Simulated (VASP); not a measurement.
Write the native input for VASP 6.6.1 that does the following.

| Quantity | Value |
| --- | --- |
| Task | single point |
| Functional | LDA |
| Potentials or basis | VASP PAW LDA potentials, release 64 (Li_sv) |
| Cutoff | 520 eV |
| k mesh | 4 × 4 × 2 |
| Occupations | methfessel-paxton, width 0.2 eV |
| Spin | no spin polarisation |
| Dipole correction | no |
| Further INCAR settings | ALGO = Normal; EDIFF = 1e-06; NBANDS = 10 |

The structure of Li lies in POSCAR:

```
Li
1.0
    3.0884312184      0.0000000000      0.0000000000
   -1.5442156092      2.6746648258      0.0000000000
    0.0000000000      0.0000000000      5.0060584211
Li
2
Direct
    0.3333333333      0.6666666667      0.2500000000
    0.6666666667      0.3333333333      0.7500000000
```

One way to write it, as run:

INCAR

```
PREC = Accurate
ENCUT = 520
EDIFF = 1E-6
ISMEAR = 1
SIGMA = 0.2
LREAL = False
LASPH = True
NELM = 60
ALGO = Normal
ISIF = 2
LWAVE = False
LCHARG = False
NBANDS = 10
```

KPOINTS

```
Automatic mesh
0
Gamma
  4 4 2
```

Potentials or basis: VASP PAW LDA potentials, release 64 (Li_sv).

Command:

```bash
$ cat potpaw_LDA.64/Li_sv/POTCAR > POTCAR
$ mpirun -np 1 vasp_std > vasp.out
```

It gave:

```json
{"Band gap on the k mesh": "zero (band 3 reaches 1.20 eV, above the bottom of band 4 at -1.83 eV)"}
```

Caveat: the k points lie up to 0.63 Å⁻¹ apart.

Run time: 2.4 s on 1 thread of Intel(R) Xeon(R) Platinum 8488C (Sapphire Rapids), on a shared host, peak memory 0.13 GiB.
